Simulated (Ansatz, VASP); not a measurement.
# CdF2: VASP beside Ansatz

```
Cd F
1.0
    -0.20100    2.74027    2.66711
     2.74027   -0.20100    2.66711
     2.53927    2.53927    0.00000
Cd F
1 2
Cartesian
  0.0000 0.0000 0.0000
  1.2696 1.2696 1.3336
  3.8089 3.8089 4.0007
```

Change from the starting cell: engineering shear strain xy -0.1467, normal strain along z -0.0267.

Alike in both runs: task single point; functional PBE; k mesh 8 × 8 × 8; occupations gaussian, width 0.05 eV; no spin polarisation.

```csv
,VASP,Ansatz
version,VASP 6.6.1,Ansatz 0.2.0
potentials or method,"VASP PAW PBE potentials, release 64 (Cd_sv_GW, F), cutoff 700 eV","scalar-relativistic, plane waves, PAW"
valence electrons in the cell,34,34
```

```tsv
	VASP	Ansatz	Ansatz less VASP
gap on the k mesh at the Fermi level (eV)	2.95	2.96	+0.011
least direct gap on the mesh (eV)	3.25	3.25	+0.010
pressure (GPa)	5.1	5.4	+0.38
traceless stress, the component that is largest in VASP (GPa)	4.25	4.11	-0.135
rms of the force components (eV/Å)	0.166	0.162	-0.0033
```

Atom by atom the forces differ by 0.003 eV/Å (rms over components).
